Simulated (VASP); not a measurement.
# SiC (Fm-3m) in VASP: a series of runs

The runs below take SiC through single point, with PBE-based screened hybrid, HSE06.

All numbers are computed with VASP 6.6.1; they aren't measurements. Logs are shortened: lines on timing, memory, paths and dates and some standing lists are left out, and cuts for length are marked.

## Step 1: The cell of the first run

Symmetry: Fm-3m, No. 225, cubic system. Conventional cell: a = 4.028 Å, b = 4.028 Å, c = 4.028 Å, α = 90.00°, β = 90.00°, γ = 90.00°. Within 2.7 Å of Si (site symmetry m-3m) lie 6 C at 2.01 Å. C (site symmetry m-3m) has 6 Si at 2.01 Å within 2.7 Å.

## Step 2: Single point, PBE-based screened hybrid

POSCAR reads:

```
SiC
1.0
    0.0000000000      2.0138689999      2.0138689999
    2.0138689999      0.0000000000      2.0138689999
    2.0138689999      2.0138689999      0.0000000000
Si C
1 1
Direct
    0.0000000000      0.0000000000      0.0000000000
    0.5000000000      0.5000000000      0.5000000000
```

INCAR.step1 reads:

```
SYSTEM = SiC
PREC = Accurate
ENCUT = 520
EDIFF = 1E-5
ISMEAR = -1
SIGMA = 0.02
LREAL = .False.
LASPH = .True.
NELM = 80
ALGO = Normal
ISIF = 2
LWAVE = .True.
LCHARG = .False.
NBANDS = 11
GGA = PE
```

INCAR.step2 reads:

```
SYSTEM = SiC
PREC = Accurate
ENCUT = 520
EDIFF = 1E-6
ISMEAR = -1
SIGMA = 0.02
LREAL = .False.
LASPH = .True.
NELM = 80
ALGO = Normal
ISIF = 2
LWAVE = .False.
LCHARG = .False.
GGA = PE
LHFCALC = .True.
AEXX = 0.4
HFSCREEN = 0.1
PRECFOCK = Normal
NBANDS = 11
ISTART = 1
```

KPOINTS reads:

```
regular mesh
0
Gamma
  6 6 6
  0 0 0
```

Potentials or basis: VASP PAW PBE potentials, release 64 (Si, C).

Command:

```console
cat potpaw_PBE.64/Si/POTCAR potpaw_PBE.64/C/POTCAR > POTCAR
cp INCAR.step1 INCAR
mpirun -np 1 vasp_std > vasp.out
cp INCAR.step2 INCAR
mpirun -np 1 vasp_std > vasp.out
```

OUTCAR:

```text
SYSTEM = SiC
   PREC = Accurate
   ENCUT = 520
   EDIFF = 1E-6
   ISMEAR = -1
   LREAL = .False.
   LASPH = .True.
   NELM = 80
   ISIF = 2
   GGA = PE
   LHFCALC = .True.
   AEXX = 0.4
   HFSCREEN = 0.1
   PRECFOCK = Normal
   ISTART = 1

 ion  position               nearest neighbor table
   1  0.000  0.000  0.000-   2 2.01   2 2.01   2 2.01   2 2.01   2 2.01   2 2.01
   2  0.500  0.500  0.500-   1 2.01   1 2.01   1 2.01   1 2.01   1 2.01   1 2.01

  LATTYP: Found a face centered cubic cell.
 ALAT       =     4.0277379998

  Lattice vectors:

 A1 = (   0.0000000000,   2.0138689999,   2.0138689999)
 A2 = (   2.0138689999,   0.0000000000,   2.0138689999)
 A3 = (   2.0138689999,   2.0138689999,   0.0000000000)

Analysis of symmetry for initial positions (statically):
=====================================================================
 Subroutine PRICEL returns:
 Original cell was already a primitive cell.

 Routine SETGRP: Setting up the symmetry group for a
 face centered cubic supercell.

 Subroutine GETGRP returns: Found 48 space group operations
 (whereof 48 operations were pure point group operations)
 out of a pool of 48 trial point group operations.

The static configuration has the point symmetry O_h .

Analysis of symmetry for dynamics (positions and initial velocities):
=====================================================================
 Subroutine PRICEL returns:
 Original cell was already a primitive cell.

 Routine SETGRP: Setting up the symmetry group for a
 face centered cubic supercell.

 Subroutine GETGRP returns: Found 48 space group operations
 (whereof 48 operations were pure point group operations)
 out of a pool of 48 trial point group operations.

The dynamic configuration has the point symmetry O_h .

 Subroutine INISYM returns: Found 48 space group operations
 (whereof 48 operations are pure point group operations),
 and found     1 'primitive' translations

----------------------------------------------------------------------------------------

                                     Primitive cell

  volume of cell :      16.3352

  direct lattice vectors                    reciprocal lattice vectors
     0.000000000  2.013869000  2.013869000    -0.248278314  0.248278314  0.248278314
     2.013869000  0.000000000  2.013869000     0.248278314 -0.248278314  0.248278314
     2.013869000  2.013869000  0.000000000     0.248278314  0.248278314 -0.248278314

  length of vectors
     2.848040853  2.848040853  2.848040853     0.430030654  0.430030654  0.430030654

  position of ions in fractional coordinates (direct lattice)
     0.000000000  0.000000000  0.000000000
     0.500000000  0.500000000  0.500000000

  ion indices of the primitive-cell ions
   primitive index   ion index
                 1           1
                 2           2

----------------------------------------------------------------------------------------

 KPOINTS: regular mesh

Automatic generation of k-mesh.
 Grid dimensions read from file:
 generate k-points for:    6    6    6

 Generating k-lattice:

  Cartesian coordinates                     Fractional coordinates (reciprocal lattice)
    -0.041379719  0.041379719  0.041379719     0.166666667  0.000000000  0.000000000
     0.041379719 -0.041379719  0.041379719     0.000000000  0.166666667  0.000000000
     0.041379719  0.041379719 -0.041379719     0.000000000  0.000000000  0.166666667

  Length of vectors
     0.071671776  0.071671776  0.071671776

  Shift w.r.t. Gamma in fractional coordinates (k-lattice)
     0.000000000  0.000000000  0.000000000

 Subroutine IBZKPT returns following result:
 ===========================================

 Found     16 irreducible k-points:

 Following reciprocal coordinates:
            Coordinates               Weight
  0.000000  0.000000  0.000000      1.000000
  0.166667  0.000000  0.000000      8.000000
  0.333333  0.000000  0.000000      8.000000
  0.500000  0.000000  0.000000      4.000000
  0.166667  0.166667  0.000000      6.000000
  0.333333  0.166667  0.000000     24.000000
[... 8 lines left out ...]
 -0.333333  0.333333  0.166667     24.000000
 -0.333333  0.500000  0.166667     12.000000
   k-points           NKPTS =     16   k-points in BZ     NKDIM =    216   number of bands    NBANDS=     11
   number of dos      NEDOS =    301   number of ions     NIONS =      2
   total plane-waves  NPLWV =  13824
   dimension x,y,z NGX =    24 NGY =   24 NGZ =   24
   dimension x,y,z NGXF=    48 NGYF=   48 NGZF=   48
   ions per type =               1   1
   NGX,Y,Z   is equivalent  to a cutoff of  14.01, 14.01, 14.01 a.u.
   NGXF,Y,Z  is equivalent  to a cutoff of  28.02, 28.02, 28.02 a.u.
 SYSTEM =  SiC
   PREC   = accura    normal or accurate (medium, high low for compatibility)
   ISTART =      1    job   : 0-new  1-cont  2-samecut
   ICHARG =      0    charge: 1-file 2-atom 10-const
   ISPIN  =      1    spin polarized calculation?
   LNONCOLLINEAR =      F non collinear calculations
   LSORBIT =      F    spin-orbit coupling
   LASPH  =      T    aspherical Exc in radial PAW
   ENCUT  =  520.0 eV  38.22 Ry    6.18 a.u.   5.30  5.30  5.30*2*pi/ulx,y,z
   NELM   =     80;   NELMIN=  2; NELMDL=  0     # of ELM steps
   EDIFF  = 0.1E-05   stopping-criterion for ELM
   LREAL  =      F    real-space projection
   EDIFFG = 0.1E-04   stopping-criterion for IOM
   NSW    =      0    number of steps for IOM
   IBRION =     -1    ionic relax: 0-MD 1-quasi-New 2-CG
   NFREE  =      0    steps in history (QN), initial steepest desc. (CG)
   ISIF   =      2    stress and relaxation
   ISYM   =      3    0-nonsym 1-usesym 2-fastsym
   POTIM  = 0.5000    time-step for ionic-motion
   TEBEG  =    0.0;   TEEND  =   0.0 temperature during run
   PSTRESS=    0.0 pullay stress
   NELECT =       8.0000    total number of electrons
   NUPDOWN=      -1.0000    fix difference up-down
   EMIN   =  10.00;   EMAX   =-10.00  energy-range for DOS
   EFERMI =   0.00;   METHOD = LEGACY
   ISMEAR =    -1;   SIGMA  =   0.02  broadening in eV -4-tet -1-fermi 0-gaus
   EFERMI_NEDOS =   21; number of points for ismear=-14 and -15
   IALGO  =     38    algorithm
   IMIX   =      1    mixing-type and parameters
     AMIX     =   0.40;   BMIX     =  1.00
     AMIX_MAG =   1.60;   BMIX_MAG =  1.00
[... 7 lines left out ...]
   ENCUT4O =  -1.0   cutoff for four orbital integrals eV
   NKREDX  =     1    reduce k-point grid by
   NKREDY  =     1    reduce k-point grid by
   NKREDZ  =     1    reduce k-point grid by
   AEXX    =    0.4000 exact exchange contribution
   HFSCREEN=    0.1000 screening length (either q_TF or 0.3 A-1)
   HFSCREENC=   0.1000 screening length for correlation (either q_TF or 0.3 A-1)
   ENCUTFOCK=  -1.0 apply spherical cutoff to Coloumb kernel
   IVDW    =     0    specifies the selected vdW correction
   LEPSILON=     F    determine dielectric tensor
   LRPA    =     F    only Hartree local field effects (RPA)
 non-spin polarized calculation
  energy-cutoff  :      520.00
  volume of cell :       16.34
 maximum number of plane-waves:       459
 NGX is ok and might be reduce to    24
  NGX = 16; NGY = 16; NGZ = 16

 number of electron       8.0000000 magnetization

 Free energy of the ion-electron system (eV)
  ---------------------------------------------------
  ext. energy  EPLUGINS =         0.00000000
  ---------------------------------------------------
  free energy    TOTEN  =       -18.10516070 eV

  energy without entropy =      -18.10516070  energy(sigma->0) =      -18.10516070

 E-fermi :  12.0362     XC(G=0):  -8.7057

 val. band max:       11.5933930725   @ k =   0.0000   0.0000   0.0000
 cond. band min:      12.4412165743   @ k =   0.5000   0.5000   0.0000
 fundamental gap:      0.8478235018
 Fermi energy:        12.0362194227

 k-point     1 :       0.0000    0.0000    0.0000
  band No.  band energies     occupation
      1     -10.1003      2.00000
      2      11.5934      2.00000
      3      11.5934      2.00000
      4      11.5934      2.00000
      5      22.3079      0.00000
      6      22.9738      0.00000
      7      22.9738      0.00000
      8      22.9738      0.00000
      9      27.8501      0.00000
     10      27.8501      0.00000
     11      27.8501      0.00000

 k-point     2 :       0.1667    0.0000    0.0000
  band No.  band energies     occupation
      1      -9.3243      2.00000
      2       8.0653      2.00000
      3      11.1872      2.00000
      4      11.1872      2.00000
      5      21.4252      0.00000
      6      23.0075      0.00000
      7      23.0075      0.00000
      8      24.5854      0.00000
      9      25.2829      0.00000
     10      25.2829      0.00000
     11      27.0497      0.00000

 k-point     3 :       0.3333    0.0000    0.0000
  band No.  band energies     occupation
      1      -7.0404      2.00000
      2       2.2610      2.00000
      3      10.5977      2.00000
      4      10.5977      2.00000
      5      20.2266      0.00000
      6      20.2266      0.00000
      7      20.3017      0.00000
      8      25.1486      0.00000
      9      28.3573      0.00000
     10      29.2958      0.00000
     11      29.2958      0.00000

 k-point     4 :       0.5000    0.0000    0.0000
  band No.  band energies     occupation
      1      -4.1941      2.00000
      2      -1.9090      2.00000
      3      10.3817      2.00000
      4      10.3817      2.00000
      5      19.1658      0.00000
      6      19.1658      0.00000
      7      20.0047      0.00000
      8      24.4506      0.00000
      9      30.2786      0.00000
     10      33.1485      0.00000
     11      33.1485      0.00000

 k-point     5 :       0.1667    0.1667    0.0000
  band No.  band energies     occupation
      1      -9.0664      2.00000
      2       9.6099      2.00000
      3       9.7388      2.00000
      4       9.7388      2.00000
      5      19.7460      0.00000
      6      19.9685      0.00000
      7      24.6057      0.00000
      8      25.7058      0.00000
      9      25.7058      0.00000
     10      29.5424      0.00000
     11      29.5424      0.00000
[... 99 lines left out ...]
 k-point    13 :       0.5000    0.5000    0.0000
  band No.  band energies     occupation
      1      -2.1038      2.00000
      2       0.0500      2.00000
      3       6.5429      2.00000
      4       6.5429      2.00000
      5      12.4412      0.00000
      6      15.9728      0.00000
      7      30.4424      0.00000
      8      30.4424      0.00000
      9      30.7952      0.00000
     10      34.0762      0.00000
     11      38.6038      0.00000

 k-point    14 :       0.5000    0.3333    0.1667
  band No.  band energies     occupation
      1      -5.0729      2.00000
      2       3.2689      2.00000
      3       4.8852      2.00000
      4       7.6076      2.00000
      5      17.4590      0.00000
      6      21.2754      0.00000
      7      22.3524      0.00000
      8      27.6093      0.00000
      9      29.3365      0.00000
     10      32.7783      0.00000
     11      33.9886      0.00000

 k-point    15 :      -0.3333    0.3333    0.1667
  band No.  band energies     occupation
      1      -2.5114      2.00000
      2       0.2322      2.00000
      3       4.3112      2.00000
      4       6.2345      2.00000
      5      18.1204      0.00000
      6      21.1236      0.00000
      7      25.2648      0.00000
      8      25.7767      0.00000
      9      30.0224      0.00000
     10      30.9270      0.00000
     11      35.7687      0.00000

 k-point    16 :      -0.3333    0.5000    0.1667
  band No.  band energies     occupation
      1      -1.6013      2.00000
      2       1.0622      2.00000
      3       3.9438      2.00000
      4       4.1219      2.00000
      5      16.6515      0.00000
      6      20.4038      0.00000
      7      24.7097      0.00000
      8      27.8869      0.00000
      9      31.0292      0.00000
     10      33.2448      0.00000
     11      38.4340      0.00000

------------------------ aborting loop because EDIFF is reached ----------------------------------------

  FORCE on cell =-STRESS in cart. coord.  units (eV):
  Direction    XX          YY          ZZ          XY          YZ          ZX
  --------------------------------------------------------------------------------------
  -------------------------------------------------------------------------------------
  Total       -1.1355755     -1.1355755     -1.1355755      0.0000000      0.0000000     -0.0000000
  in kB     -111.3789028   -111.3789028   -111.3789028      0.0000000      0.0000000     -0.0000000
  external PRESSURE =    -111.3789028 kB  Pullay stress =       0.0000000 kB

 VOLUME and BASIS-vectors are now :
 -----------------------------------------------------------------------------
  energy-cutoff  :      520.00
  volume of cell :       16.34
      direct lattice vectors                 reciprocal lattice vectors
     0.000000000  2.013869000  2.013869000    -0.248278314  0.248278314  0.248278314
     2.013869000  0.000000000  2.013869000     0.248278314 -0.248278314  0.248278314
     2.013869000  2.013869000  0.000000000     0.248278314  0.248278314 -0.248278314

 POSITION                                       TOTAL-FORCE (eV/Angst)
 -----------------------------------------------------------------------------------
      0.00000      0.00000      0.00000        -0.000000      0.000000     -0.000000
      2.01387      2.01387      2.01387         0.000000     -0.000000      0.000000
 -----------------------------------------------------------------------------------
    total drift:                                0.000000      0.000000      0.000000

  FREE ENERGIE OF THE ION-ELECTRON SYSTEM (eV)
  ---------------------------------------------------
  free  energy   TOTEN  =       -18.1051606987 eV

  energy  without entropy=      -18.1051606987  energy(sigma->0) =      -18.10516070
```

It took 3.3 min on 1 thread of AMD EPYC 7R13 (Zen 3), shared host; peak memory 0.21 GiB.

What came out:

```
Free energy            : -18.1052 eV
Pressure               : -11.1 GPa
Band gap on the k mesh : 0.85 eV, indirect (least direct gap 5.90 eV)
```

Caveat: the k points lie up to 0.45 Å⁻¹ apart; the PAW data sets were made with another functional, which shifts forces and pressure a little.

## Step 3: Single point, PBE-based screened hybrid

POSCAR is that of step 2.

INCAR.step1 reads:

```
PREC = Accurate
ENCUT = 520
EDIFF = 1E-5
ISMEAR = -1
SIGMA = 0.02
LREAL = F
LASPH = T
NELM = 100
ALGO = Normal
ISIF = 2
LWAVE = T
LCHARG = F
NBANDS = 11
GGA = PE
```

INCAR.step2 reads:

```
PREC = Accurate
ENCUT = 520
EDIFF = 1E-7
ISMEAR = -1
SIGMA = 0.02
LREAL = F
LASPH = T
NELM = 100
ALGO = Normal
ISIF = 2
LWAVE = F
LCHARG = F
GGA = PE
LHFCALC = T
AEXX = 0.05
HFSCREEN = 0.5
PRECFOCK = Normal
NBANDS = 11
ISTART = 1
```

KPOINTS reads:

```
regular mesh
0
Gamma
  6 6 6
```

Potentials or basis: VASP PAW PBE potentials, release 64 (Si, C).

Command:

```console
cat potpaw_PBE.64/Si/POTCAR potpaw_PBE.64/C/POTCAR > POTCAR
cp INCAR.step1 INCAR
mpirun -np 1 vasp_std > vasp.out
cp INCAR.step2 INCAR
mpirun -np 1 vasp_std > vasp.out
```

Wall time 2.8 min (1 thread of AMD EPYC 7R13 (Zen 3), shared host); peak memory 0.21 GiB.

Results (log left out):

```
Free energy            : -13.7736 eV
Pressure               : 3.9 GPa
Band gap on the k mesh : zero (band 4 reaches 12.63 eV, above the bottom of band 5 at 11.81 eV)
```

Levels at points of the mesh, in eV from the Fermi level:
```csv
k point,band 1,band 2,band 3,band 4,band 5,band 6,band 7,band 8,band 9
"(0.00, 0.00, 0.00)",-18.89,0.07,0.07,0.07,7.97,9.11,9.11,9.11,13.14
"(0.50, 0.00, 0.00)",-13.58,-11.78,-1.04,-1.04,5.46,5.46,6.17,9.99,15.27
"(0.50, 0.50, 0.00)",-11.74,-10.03,-4.38,-4.38,-0.75,2.58,15.35,15.35,15.62
```

Caveat: the k points lie up to 0.45 Å⁻¹ apart; the PAW data sets were made with another functional, which shifts forces and pressure a little.

## Step 4: Single point, PBE-based screened hybrid

POSCAR is that of step 3.

INCAR.step1 reads:

```
SYSTEM = SiC
ALGO = Normal ; EDIFF = 1E-5
ENCUT = 520 ; GGA = PE
ISIF = 2 ; ISMEAR = -1
LASPH = .TRUE. ; LCHARG = .FALSE.
LREAL = .FALSE. ; LWAVE = .TRUE.
NBANDS = 11 ; NELM = 60
PREC = Accurate ; SIGMA = 0.02
```

INCAR.step2 reads:

```
SYSTEM = SiC
AEXX = 0.1 ; ALGO = Normal
EDIFF = 1E-7 ; ENCUT = 520
GGA = PE ; HFSCREEN = 0.3
ISIF = 2 ; ISMEAR = -1
ISTART = 1 ; LASPH = .TRUE.
LCHARG = .FALSE. ; LHFCALC = .TRUE.
LREAL = .FALSE. ; LWAVE = .FALSE.
NBANDS = 11 ; NELM = 60
PREC = Accurate ; PRECFOCK = Normal
SIGMA = 0.02
```

KPOINTS reads:

```
k-points
0
G
  6 6 6
  0 0 0
```

Command:

```console
cat potpaw_PBE.64/Si/POTCAR potpaw_PBE.64/C/POTCAR > POTCAR
cp INCAR.step1 INCAR
mpirun -np 1 vasp_std > vasp.out
cp INCAR.step2 INCAR
mpirun -np 1 vasp_std > vasp.out
```

Wall time 3.1 min (1 thread of AMD EPYC 7R13 (Zen 3), shared host); peak memory 0.21 GiB.

It converged, with:

```yaml
Free_energy: -14.2757 eV
Pressure: 2.0 GPa
Band_gap_on_the_k_mesh: zero (band 4 reaches 12.54 eV, above the bottom of band 5 at 11.84 eV)
```

Levels at points of the mesh, in eV from the Fermi level:
```
           k point  band 1  band 2  band 3  band 4  band 5  band 6  band 7  band 8  band 9
(0.00, 0.00, 0.00)  -19.32    0.07    0.07    0.07    8.28    9.36    9.36    9.36   13.52
(0.50, 0.00, 0.00)  -13.91  -12.04   -1.07   -1.07    5.69    5.69    6.41   10.32   15.68
(0.50, 0.50, 0.00)  -12.04  -10.25   -4.48   -4.48   -0.62    2.76   15.78   15.78   16.06
```

Caveat: the k points lie up to 0.45 Å⁻¹ apart; the PAW data sets were made with another functional, which shifts forces and pressure a little.

## Step 5: Single point, HSE06

POSCAR is that of step 4.

INCAR.step1 reads:

```
SYSTEM = SiC
  ALGO = Normal
  EDIFF = 1E-5
  ENCUT = 520
  GGA = PE
  ISIF = 2
  ISMEAR = 1
  LASPH = .True.
  LREAL = .False.
  LWAVE = .True.
  NBANDS = 11
  NELM = 100
  PREC = Accurate
  SIGMA = 0.05
```

INCAR.step2 reads:

```
SYSTEM = SiC
  ALGO = Normal
  EDIFF = 1E-6
  ENCUT = 520
  GGA = PE
  HFSCREEN = 0.2079
  ISIF = 2
  ISMEAR = 1
  ISTART = 1
  LASPH = .True.
  LCHARG = .True.
  LELF = .True.
  LHFCALC = .True.
  LREAL = .False.
  LVHAR = .True.
  LWAVE = .False.
  NBANDS = 11
  NELM = 100
  PREC = Accurate
  PRECFOCK = Normal
  SIGMA = 0.05
```

KPOINTS reads:

```
k-points
0
Gamma
  6 6 6
  0 0 0
```

Command:

```console
cat potpaw_PBE.64/Si/POTCAR potpaw_PBE.64/C/POTCAR > POTCAR
cp INCAR.step1 INCAR
mpirun -np 1 vasp_std > vasp.out
cp INCAR.step2 INCAR
mpirun -np 1 vasp_std > vasp.out
```

Run time: 3.1 min. Hardware: 1 thread of AMD EPYC 7R13 (Zen 3), shared host; peak memory 0.2 GiB.

Results (log left out):

| Property | Result |
| --- | --- |
| Free energy | -15.8062 eV |
| Pressure | -3.2 GPa |
| Band gap on the k mesh | zero (band 4 reaches 12.25 eV, above the bottom of band 5 at 11.96 eV) |

Levels at points of the mesh, in eV from the Fermi level:
| k point | band 1 | band 2 | band 3 | band 4 | band 5 | band 6 | band 7 | band 8 |
| --- | --- | --- | --- | --- | --- | --- | --- | --- |
| (0.00, 0.00, 0.00) | -20.42 | 0.16 | 0.16 | 0.16 | 9.29 | 10.20 | 10.20 | 10.20 |
| (0.50, 0.00, 0.00) | -14.77 | -12.69 | -1.08 | -1.08 | 6.46 | 6.46 | 7.23 | 11.40 |
| (0.50, 0.50, 0.00) | -12.79 | -10.81 | -4.69 | -4.69 | -0.14 | 3.40 | 17.12 | 17.12 |

Caveat: the k points lie up to 0.45 Å⁻¹ apart; the PAW data sets were made with another functional, which shifts forces and pressure a little.

## Step 6: The runs side by side

| level | smearing | share of exact exchange | screening parameter | gap on the mesh (eV) | pressure (GPa) |
| --- | --- | --- | --- | --- | --- |
| PBE-based screened hybrid | fermi-dirac 0.02 eV | 0.4 | 0.1 1/Å | 0.85 | -11.1 |
| PBE-based screened hybrid | fermi-dirac 0.02 eV | 0.05 | 0.5 1/Å | none | 3.9 |
| PBE-based screened hybrid | fermi-dirac 0.02 eV | 0.1 | 0.3 1/Å | none | 2.0 |
| HSE06 | methfessel-paxton 0.05 eV | - | 0.2079 1/Å | none | -3.2 |

Alike in all rows: task single point; potentials or basis VASP PAW PBE potentials, release 64 (Si, C); no spin polarisation; cell as given; k mesh 6 × 6 × 6; cutoff (eV) 520.

Caveats: all runs use coarse meshes; the PAW data sets were made with another functional, which shifts forces and pressure a little.

Total energies depend on the potentials used, so only differences within one code and one set of settings carry meaning.
